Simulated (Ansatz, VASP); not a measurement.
One calculation of CdF2, two programs

INCAR

```
  ALGO = Normal
  EDIFF = 1E-6
  ENCUT = 520
  GGA = PE
  ISIF = 2
  ISMEAR = 0
  LASPH = T
  LCHARG = T
  LELF = T
  LREAL = F
  LVHAR = T
  LWAVE = F
  NBANDS = 20
  NELM = 100
  PREC = Accurate
  SIGMA = 0.05
```

KPOINTS

```
k-points
0
Gamma
  8 8 8
```

File POSCAR:

```
CdF2
1.0
    0.0000000000      2.6940000000      2.6940000000
    2.6940000000      0.0000000000      2.6940000000
    2.6940000000      2.6940000000      0.0000000000
Cd F
1 2
Direct
   -0.2227171492      0.0000000000      0.0000000000
    0.2500000000      0.2500000000      0.2500000000
    0.7500000000      0.7500000000      0.7500000000
```

Input for Ansatz:

```yaml
crystal:
  lattice:
    - [0.0, 2.694, 2.694]
    - [2.694, 0.0, 2.694]
    - [2.694, 2.694, 0.0]
  atoms:
    - { symbol: Cd, position: [-0.2227171492, 0.0, 0.0] }
    - { symbol: F, position: [0.25, 0.25, 0.25] }
    - { symbol: F, position: [0.75, 0.75, 0.75] }
basis:
  ecutwfc: 420
kpoints:
  mp_grid: { grid: [8, 8, 8] }
hamiltonian:
  xc: pbe
scf:
  occupations: { method: gaussian, width: 0.05 }
output:
  forces: true
  stress: true
  eigenvalues: true
```

Alike in both runs: task single point; functional PBE; k mesh 8 × 8 × 8; occupations gaussian, width 0.05 eV; no spin polarisation.

```csv
,VASP,Ansatz
version,VASP 6.6.1,Ansatz 0.2.0
potentials or method,"VASP PAW PBE potentials, release 64 (Cd, F), cutoff 520 eV","scalar-relativistic, plane waves, PAW"
valence electrons in the cell,26,34
```

Ansatz gave:

```
gap on the k mesh at the Fermi level (eV) : 1.94
least direct gap on the mesh (eV)         : 3.00
rms of the force components (eV/Å)        : 7.699
```

Q: Estimate VASP's values.

A: gap on the k mesh at the Fermi level (eV): 1.89; least direct gap on the mesh (eV): 2.97; rms of the force components (eV/Å): 8.405.

Atom by atom the forces differ by 0.706 eV/Å (rms over components). With one functional, cell and mesh, what is left measures potentials, basis and numerics. VASP's potentials hold 26 valence electrons a cell and Ansatz's 34, so a difference there can come from the potentials and not from the codes.
